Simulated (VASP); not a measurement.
Here is a VASP 6.6.1 calculation.

The input INCAR:

```
PREC = Accurate ; ENCUT = 500
EDIFF = 1E-6 ; ISMEAR = -1
SIGMA = 0.02 ; LREAL = F
LASPH = T ; NELM = 120
ALGO = Normal ; ISIF = 2
LWAVE = F ; LCHARG = F
NBANDS = 16 ; GGA_COMPAT = F
```

File KPOINTS:

```
regular mesh
0
Gamma
  6 6 6
```

File POSCAR:

```
InAs
1.0
    3.5365410790      0.0000000000      0.0000000000
    0.0000000000      3.5365410790      0.0000000000
    0.0000000000      0.0000000000      3.5365410790
In As
1 1
Direct
    0.0000000000      0.0000000000      0.0000000000
    0.5000000000      0.5000000000      0.5000000000
```

Potentials or basis: VASP PAW LDA potentials, release 64 (In_d, As).

The run is started by

```bash
$ cat potpaw_LDA.64/In_d/POTCAR potpaw_LDA.64/As/POTCAR > POTCAR
$ mpirun -np 1 vasp_std > vasp.out
```

Problem. Predict the pressure.

Solution. -3.5 GPa.

Problem. Estimate the band gap on the k mesh.

Solution. Zero (bands 9 and 10 overlap by 2.50 eV).

Caveat: the cell stands under tension; spin-orbit coupling is left out, which moves the levels of the heavy elements.
